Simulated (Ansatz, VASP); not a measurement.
# BN: VASP beside Ansatz

File INCAR:

```
SYSTEM = BN
PREC = Accurate
ENCUT = 600
EDIFF = 1E-6
ISMEAR = 0
SIGMA = 0.01
LREAL = .False.
LASPH = .True.
NELM = 120
ALGO = Normal
ISIF = 2
LWAVE = .False.
LCHARG = .False.
GGA = PS
NBANDS = 11
GGA_COMPAT = .False.
```

Contents of KPOINTS:

```
Automatic mesh
0
Gamma
  12 12 12
  0 0 0
```

The input POSCAR:

```
BN
1.0
    0.0000000000      1.7907425701      1.7907425701
    1.7907425701      0.0000000000      1.7907425701
    1.7907425701      1.7907425701      0.0000000000
B N
1 1
Direct
    0.0000000000      0.0000000000      0.0000000000
    0.2500000000      0.2500000000      0.2500000000
```

Input for Ansatz:

```yaml
crystal:
  lattice:
    - [0.0, 1.7907425701, 1.7907425701]
    - [1.7907425701, 0.0, 1.7907425701]
    - [1.7907425701, 1.7907425701, 0.0]
  atoms:
    - { symbol: B, position: [0.0, 0.0, 0.0] }
    - { symbol: "N", position: [0.25, 0.25, 0.25] }
basis:
  ecutwfc: 420
kpoints:
  mp_grid: { grid: [12, 12, 12] }
hamiltonian:
  xc: pbesol
  pseudopotentials: { kind: paw }
scf:
  occupations: { method: fixed }
output:
  forces: true
  stress: true
  eigenvalues: true
```

Alike in both runs: task single point; functional PBEsol; k mesh 12 × 12 × 12; no spin polarisation.

```csv
,VASP,Ansatz
version,VASP 6.6.1,Ansatz 0.2.0
potentials or method,"VASP PAW PBE potentials, release 64 (B, N), cutoff 600 eV","scalar-relativistic, plane waves, PAW"
occupations,"gaussian, width 0.01 eV",fixed
valence electrons in the cell,8,8
```

|  | VASP | Ansatz | Ansatz less VASP |
| --- | --- | --- | --- |
| gap on the k mesh at the Fermi level (eV) | 4.31 | 4.32 | +0.011 |
| least direct gap on the mesh (eV) | 8.89 | 8.90 | +0.007 |
| pressure (GPa) | 8.5 | 8.1 | -0.40 |

VASP's potentials were made for PBE, not for PBEsol.
